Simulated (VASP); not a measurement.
# Re (I4/mmm) in VASP: a series of runs

Runs on Re. Level: PBEsol. Tasks: single point.

All numbers are computed with VASP 6.6.1; they aren't measurements. Logs are shortened: lines on timing, memory, paths and dates and some standing lists are left out, and cuts for length are marked.

### Step 1. The cell of the first run

Symmetry: I4/mmm, No. 139, tetragonal system. Conventional cell: a = 2.723 Å, b = 2.723 Å, c = 3.950 Å, α = 90.00°, β = 90.00°, γ = 90.00°. Within 3.6 Å of Re (site symmetry 4/mmm) lie 12 Re at 2.72 to 2.76 Å.

### Step 2. Single point, PBEsol (strain -0.025 along x and y, +0.000 along z)

Contents of INCAR:

```
ALGO = Normal ; EDIFF = 1E-6
ENCUT = 520 ; GGA = PS
ISIF = 2 ; ISMEAR = 0
LASPH = T ; LCHARG = T
LELF = T ; LREAL = F
LVHAR = T ; LWAVE = F
NBANDS = 10 ; NELM = 60
PREC = Accurate ; SIGMA = 0.15
```

Contents of KPOINTS:

```
k-points
0
Gamma
  20 20 20
```

Contents of POSCAR:

```
Re
1.0
    0.0000000000      1.9256250000      1.9750000000
    1.9256250000      0.0000000000      1.9750000000
    1.9256250000      1.9256250000      0.0000000000
Re
1
Direct
    0.0000000000      0.0000000000      0.0000000000
```

Potentials or basis: VASP PAW PBE potentials, release 64 (Re).

The run is started by

```
$ cat potpaw_PBE.64/Re/POTCAR > POTCAR
$ mpirun -np 1 vasp_std > vasp.out
```

OUTCAR:

```text
EDIFF = 1E-6
   ENCUT = 520
   GGA = PS
   ISIF = 2
   ISMEAR = 0
   LASPH = T
   LREAL = F
   NELM = 60
   PREC = Accurate

 ion  position               nearest neighbor table
   1  0.000  0.000  0.000-

  LATTYP: Found a body centered tetragonal cell.
 ALAT       =     2.7232449910
 C/A-ratio  =     1.4504754486

  Lattice vectors:

 A1 = (  -1.9256250000,   0.0000000000,   1.9750000000)
 A2 = (   1.9256250000,   0.0000000000,   1.9750000000)
 A3 = (   0.0000000000,   1.9256250000,  -1.9750000000)

Analysis of symmetry for initial positions (statically):
=====================================================================
 Subroutine PRICEL returns:
 Original cell was already a primitive cell.

 Routine SETGRP: Setting up the symmetry group for a
 body centered tetragonal supercell.

 Subroutine GETGRP returns: Found 16 space group operations
 (whereof 16 operations were pure point group operations)
 out of a pool of 16 trial point group operations.

The static configuration has the point symmetry D_4h.

Analysis of symmetry for dynamics (positions and initial velocities):
=====================================================================
 Subroutine PRICEL returns:
 Original cell was already a primitive cell.

 Routine SETGRP: Setting up the symmetry group for a
 body centered tetragonal supercell.

 Subroutine GETGRP returns: Found 16 space group operations
 (whereof 16 operations were pure point group operations)
 out of a pool of 16 trial point group operations.

The dynamic configuration has the point symmetry D_4h.

 Subroutine INISYM returns: Found 16 space group operations
 (whereof 16 operations are pure point group operations),
 and found     1 'primitive' translations

----------------------------------------------------------------------------------------

                                     Primitive cell

  volume of cell :      14.6467

  direct lattice vectors                    reciprocal lattice vectors
     0.000000000  1.925625000  1.975000000    -0.259655956  0.259655956  0.253164557
     1.925625000  0.000000000  1.975000000     0.259655956 -0.259655956  0.253164557
     1.925625000  1.925625000  0.000000000     0.259655956  0.259655956 -0.253164557

  length of vectors
     2.758379350  2.758379350  2.723244991     0.446020990  0.446020990  0.446020990

  position of ions in fractional coordinates (direct lattice)
     0.000000000  0.000000000  0.000000000

  ion indices of the primitive-cell ions
   primitive index   ion index
                 1           1

----------------------------------------------------------------------------------------

 KPOINTS: k-points

Automatic generation of k-mesh.
 Grid dimensions read from file:
 generate k-points for:   20   20   20

 Generating k-lattice:

  Cartesian coordinates                     Fractional coordinates (reciprocal lattice)
    -0.012982798  0.012982798  0.012658228     0.050000000 -0.000000000  0.000000000
     0.012982798 -0.012982798  0.012658228    -0.000000000  0.050000000  0.000000000
     0.012982798  0.012982798 -0.012658228     0.000000000  0.000000000  0.050000000

  Length of vectors
     0.022301050  0.022301050  0.022301050

  Shift w.r.t. Gamma in fractional coordinates (k-lattice)
     0.000000000  0.000000000  0.000000000

 Subroutine IBZKPT returns following result:
 ===========================================

 Found    641 irreducible k-points:

 Following reciprocal coordinates:
            Coordinates               Weight
  0.000000  0.000000  0.000000      1.000000
  0.050000 -0.000000  0.000000      8.000000
  0.100000  0.000000  0.000000      8.000000
  0.150000 -0.000000  0.000000      8.000000
  0.200000  0.000000  0.000000      8.000000
  0.250000 -0.000000  0.000000      8.000000
[... 16 lines left out ...]
 -0.400000  0.050000  0.000000      8.000000
 -0.350000  0.050000  0.000000      8.000000
 [... further k-points ...]
   k-points           NKPTS =    641   k-points in BZ     NKDIM =    641   number of bands    NBANDS=     10
   number of dos      NEDOS =    301   number of ions     NIONS =      1
   total plane-waves  NPLWV =  11520
   dimension x,y,z NGX =    24 NGY =   24 NGZ =   20
   dimension x,y,z NGXF=    48 NGYF=   48 NGZF=   40
   ions per type =               1
   NGX,Y,Z   is equivalent  to a cutoff of  14.46, 14.46, 12.21 a.u.
   NGXF,Y,Z  is equivalent  to a cutoff of  28.93, 28.93, 24.42 a.u.
 SYSTEM =  unknown system
   PREC   = accura    normal or accurate (medium, high low for compatibility)
   ISTART =      0    job   : 0-new  1-cont  2-samecut
   ICHARG =      2    charge: 1-file 2-atom 10-const
   ISPIN  =      1    spin polarized calculation?
   LNONCOLLINEAR =      F non collinear calculations
   LSORBIT =      F    spin-orbit coupling
   LASPH  =      T    aspherical Exc in radial PAW
   ENCUT  =  520.0 eV  38.22 Ry    6.18 a.u.   5.13  5.13  5.06*2*pi/ulx,y,z
   NELM   =     60;   NELMIN=  2; NELMDL= -5     # of ELM steps
   EDIFF  = 0.1E-05   stopping-criterion for ELM
   LREAL  =      F    real-space projection
   EDIFFG = 0.1E-04   stopping-criterion for IOM
   NSW    =      0    number of steps for IOM
   IBRION =     -1    ionic relax: 0-MD 1-quasi-New 2-CG
   NFREE  =      0    steps in history (QN), initial steepest desc. (CG)
   ISIF   =      2    stress and relaxation
   ISYM   =      2    0-nonsym 1-usesym 2-fastsym
   POTIM  = 0.5000    time-step for ionic-motion
   TEBEG  =    0.0;   TEEND  =   0.0 temperature during run
   PSTRESS=    0.0 pullay stress
   NELECT =       7.0000    total number of electrons
   NUPDOWN=      -1.0000    fix difference up-down
   EMIN   =  10.00;   EMAX   =-10.00  energy-range for DOS
   EFERMI =   0.00;   METHOD = LEGACY
   ISMEAR =     0;   SIGMA  =   0.15  broadening in eV -4-tet -1-fermi 0-gaus
   EFERMI_NEDOS =   21; number of points for ismear=-14 and -15
   IALGO  =     38    algorithm
   IMIX   =      4    mixing-type and parameters
     AMIX     =   0.40;   BMIX     =  1.00
     AMIX_MAG =   1.60;   BMIX_MAG =  1.00
  volume/ion in A,a.u.               =      14.65        98.84
  Fermi-wavevector in a.u.,A,eV,Ry     =   1.279953  2.418760 22.290146  1.638280
  Thomas-Fermi vector in A             =   2.412409
   LORBIT       =      0    0 simple, 1 ext, 2 COOP (PROOUT), +10 PAW based schemes
   GGA     = PS    functional components
   LHFCALC =     F    Hartree Fock is set to
   AEXX    =    0.0000 exact exchange contribution
   IVDW    =     0    specifies the selected vdW correction
   LEPSILON=     F    determine dielectric tensor
   LRPA    =     F    only Hartree local field effects (RPA)
 non-spin polarized calculation
 Gauss-broadening in eV      SIGMA  =   0.15
  energy-cutoff  :      520.00
  volume of cell :       14.65
 maximum number of plane-waves:       405
 NGX is ok and might be reduce to    24
   NGX = 11   NGY = 11   NGZ = 11

 number of electron       7.0000001 magnetization

 Free energy of the ion-electron system (eV)
  ---------------------------------------------------
  ext. energy  EPLUGINS =         0.00000000
  ---------------------------------------------------
  free energy    TOTEN  =       -13.30120659 eV

  energy without entropy =      -13.29166723  energy(sigma->0) =      -13.29643691

 E-fermi :   8.0602     XC(G=0): -13.8450

 val. band max:        8.0561097301   @ k =   0.4500   0.2500   0.1500
 cond. band min:       8.0636894226   @ k =   0.1500   0.0000   0.1500
 fundamental gap:      0.0075796925
 Fermi energy:         8.0602310657

 k-point     1 :       0.0000    0.0000    0.0000
  band No.  band energies     occupation
      1      -2.1529      2.00000
      2       5.8672      2.00000
      3       6.2425      2.00000
      4       6.2425      2.00000
      5       9.0548      0.00000
      6       9.5802      0.00000
      7      22.0118      0.00000
      8      27.0796      0.00000
      9      27.9577      0.00000
     10      27.9577      0.00000

 k-point     2 :       0.0500   -0.0000    0.0000
  band No.  band energies     occupation
      1      -2.0352      2.00000
      2       5.8718      2.00000
      3       6.2114      2.00000
      4       6.2987      2.00000
      5       9.0150      0.00000
      6       9.5277      0.00000
      7      22.2429      0.00000
      8      26.8639      0.00000
      9      27.7412      0.00000
     10      28.1767      0.00000

 k-point     3 :       0.1000    0.0000    0.0000
  band No.  band energies     occupation
      1      -1.6924      2.00000
      2       5.7673      2.00000
      3       6.2459      2.00000
      4       6.4518      2.00000
      5       8.9257      0.00000
      6       9.3974      0.00000
      7      22.8839      0.00000
      8      25.7946      0.00000
      9      28.2065      0.00000
     10      28.8161      0.00000

 k-point     4 :       0.1500   -0.0000    0.0000
  band No.  band energies     occupation
      1      -1.1585      2.00000
      2       5.5279      2.00000
      3       6.3825      2.00000
      4       6.6479      2.00000
      5       8.8782      0.00000
      6       9.2721      0.00000
      7      23.6175      0.00000
      8      24.7792      0.00000
      9      29.1673      0.00000
     10      29.8279      0.00000

 k-point     5 :       0.2000    0.0000    0.0000
  band No.  band energies     occupation
      1      -0.5006      2.00000
      2       5.3144      2.00000
      3       6.4621      2.00000
      4       6.7862      2.00000
      5       9.0076      0.00000
      6       9.2841      0.00000
      7      23.0331      0.00000
      8      25.2500      0.00000
      9      30.4494      0.00000
     10      31.1413      0.00000

 k-point     6 :       0.2500   -0.0000    0.0000
  band No.  band energies     occupation
      1       0.1670      2.00000
      2       5.2816      2.00000
      3       6.3986      2.00000
      4       6.7734      2.00000
      5       9.3976      0.00000
      6       9.5458      0.00000
      7      22.0033      0.00000
      8      25.8205      0.00000
      9      31.9325      0.00000
     10      32.5892      0.00000
[... 183 lines left out ...]
 k-point    21 :       0.5000    0.0500    0.0000
  band No.  band energies     occupation
      1       1.2146      2.00000
      2       5.5817      2.00000
      3       6.1937      2.00000
      4       8.0023      1.41495
      5      11.8099      0.00000
      6      12.2407      0.00000
      7      18.0338      0.00000
      8      21.7233      0.00000
      9      28.1165      0.00000
     10      28.3560      0.00000

 k-point    22 :      -0.4500    0.0500    0.0000
  band No.  band energies     occupation
      1       1.2165      2.00000
      2       5.6205      2.00000
      3       6.1890      2.00000
      4       7.8919      1.88747
      5      11.5996      0.00000
      6      12.3501      0.00000
      7      18.1557      0.00000
      8      21.8068      0.00000
      9      27.9112      0.00000
     10      28.7411      0.00000

 k-point    23 :      -0.4000    0.0500    0.0000
  band No.  band energies     occupation
      1       1.2122      2.00000
      2       5.7375      2.00000
      3       6.2668      2.00000
      4       7.2365      2.00000
      5      11.1232      0.00000
      6      12.0618      0.00000
      7      18.9055      0.00000
      8      22.3698      0.00000
      9      28.3728      0.00000
     10      29.7286      0.00000

 k-point    24 :      -0.3500    0.0500    0.0000
  band No.  band energies     occupation
      1       1.1499      2.00000
      2       5.9119      2.00000
      3       6.3736      2.00000
      4       6.4181      2.00000
      5      10.4881      0.00000
      6      11.4923      0.00000
      7      19.8696      0.00000
      8      23.4593      0.00000
      9      29.3824      0.00000
     10      31.2183      0.00000

 [... further k-points ...]

------------------------ aborting loop because EDIFF is reached ----------------------------------------

  FORCE on cell =-STRESS in cart. coord.  units (eV):
  Direction    XX          YY          ZZ          XY          YZ          ZX
  --------------------------------------------------------------------------------------
  -------------------------------------------------------------------------------------
  Total        0.1393510      0.1393510     -0.5903200      0.0000000      0.0000000      0.0000000
  in kB       15.2433395     15.2433395    -64.5739775      0.0000000      0.0000000      0.0000000
  external PRESSURE =     -11.3624328 kB  Pullay stress =       0.0000000 kB

 VOLUME and BASIS-vectors are now :
 -----------------------------------------------------------------------------
  energy-cutoff  :      520.00
  volume of cell :       14.65
      direct lattice vectors                 reciprocal lattice vectors
     0.000000000  1.925625000  1.975000000    -0.259655956  0.259655956  0.253164557
     1.925625000  0.000000000  1.975000000     0.259655956 -0.259655956  0.253164557
     1.925625000  1.925625000  0.000000000     0.259655956  0.259655956 -0.253164557

 POSITION                                       TOTAL-FORCE (eV/Angst)
 -----------------------------------------------------------------------------------
      0.00000      0.00000      0.00000         0.000000      0.000000      0.000000
 -----------------------------------------------------------------------------------
    total drift:                                0.000000      0.000000     -0.000000

  FREE ENERGIE OF THE ION-ELECTRON SYSTEM (eV)
  ---------------------------------------------------
  free  energy   TOTEN  =       -13.3012065930 eV

  energy  without entropy=      -13.2916672314  energy(sigma->0) =      -13.29643691
```

It took 29 s on 1 thread of Intel Xeon 6975P-C (Granite Rapids), shared host; peak memory 0.22 GiB.

What came out:

```yaml
Free_energy: -13.3012 eV
Pressure: -1.1 GPa
Band_gap_on_the_k_mesh: zero (an odd number of electrons rules out a gap without spin polarisation)
```

Stress tensor (GPa, compression positive):
```
 1.52  0.00  0.00
 0.00  1.52  0.00
 0.00  0.00 -6.46
```

Levels at points of the mesh, in eV from the Fermi level:
```
           k point  band 1  band 2  band 3  band 4  band 5  band 6  band 7  band 8
(0.00, 0.00, 0.00)  -10.21   -2.19   -1.82   -1.82    0.99    1.52   13.95   19.02
(0.50, 0.00, 0.00)   -6.95   -2.36   -1.96    0.21    3.74    3.96   10.02   13.42
(0.50, 0.50, 0.00)   -6.92   -5.99    2.46    3.83    4.59    4.59   12.59   12.59
(0.50, 0.00, 0.50)   -6.90   -6.03    2.99    3.77    4.41    4.82   11.97   12.36
```

Caveat: the cell differs from its parent crystal (strain -0.025 along x and y, +0.000 along z); the PAW data sets were made with another functional, which shifts forces and pressure a little; spin-orbit coupling is left out, which moves the levels of the heavy elements.

(Continued in part 2 of 2.)
